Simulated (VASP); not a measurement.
# SnO2: single point with r2SCAN

The system is SnO2.

```xyz
6
Lattice="4.8370 0.0000 0.0000 0.0000 4.8370 0.0000 0.0000 0.0000 3.0572" Properties=species:S:1:pos:R:3 pbc="T T T"
Sn    2.4185    2.4185    1.5286
Sn    0.0000    0.0000    0.0000
O     0.9474    3.8896    1.5286
O     3.8896    0.9474    1.5286
O     1.4711    1.4711    0.0000
O     3.3659    3.3659    0.0000
```

* Program: VASP 6.6.1
* Task: single point
* Functional: r2SCAN
* Potentials or basis: VASP PAW PBE potentials, release 64 (Sn_d, O)
* Cutoff: 520 eV
* k mesh: 6 × 6 × 8
* Occupations: gaussian, width 0.02 eV
* Spin: no spin polarisation

The pressure is 6.8 GPa. The largest force is 0.060 eV/Å and the band gap on the k mesh is 2.10 eV, direct.

Forces in eV/Å, atoms in the order of the input:
```
Sn   0.000  0.000  0.000
Sn   0.000  0.000  0.000
O    0.043 -0.043  0.000
O   -0.043  0.043  0.000
O   -0.043 -0.043  0.000
O    0.043  0.043  0.000
```

Stress tensor (GPa, compression positive):
```
 0.95  0.00  0.00
 0.00  0.95  0.00
 0.00  0.00 18.46
```

Levels at points of the mesh, in eV from the valence-band top:
| k point | band 22 | band 23 | band 24 | band 25 | band 26 | band 27 | band 28 | band 29 | band 30 | band 31 |
| --- | --- | --- | --- | --- | --- | --- | --- | --- | --- | --- |
| (0.00, 0.00, 0.00) | -1.05 | -1.05 | -0.88 | -0.88 | 0.00 | 2.10 | 7.57 | 7.57 | 7.63 | 10.92 |
| (0.50, 0.00, 0.00) | -2.09 | -1.02 | -1.02 | -0.69 | -0.69 | 5.22 | 5.22 | 8.43 | 8.43 | 11.69 |
| (0.50, 0.50, 0.00) | -1.99 | -1.11 | -1.11 | -1.06 | -1.06 | 5.84 | 5.84 | 8.68 | 8.68 | 11.63 |
| (0.00, 0.00, 0.50) | -2.67 | -1.68 | -1.68 | -1.29 | -1.29 | 7.06 | 7.06 | 10.37 | 10.37 | 11.85 |
| (0.50, 0.00, 0.50) | -1.75 | -1.18 | -1.18 | -0.81 | -0.81 | 7.27 | 7.27 | 8.58 | 8.58 | 12.66 |
| (0.50, 0.50, 0.50) | -2.58 | -1.01 | -1.01 | -0.96 | -0.96 | 5.49 | 5.49 | 9.75 | 9.75 | 12.06 |

Wall time 5.2 min on 1 thread of Intel(R) Xeon(R) 6975P-C (Granite Rapids) (shared host), peak memory 0.24 GiB.

Caveat: the PAW data sets were made with another functional, which shifts forces and pressure a little; spin-orbit coupling is left out, which moves the levels of the heavy elements. r2SCAN opens gaps a little over a GGA but as a rule still falls short of measured ones.
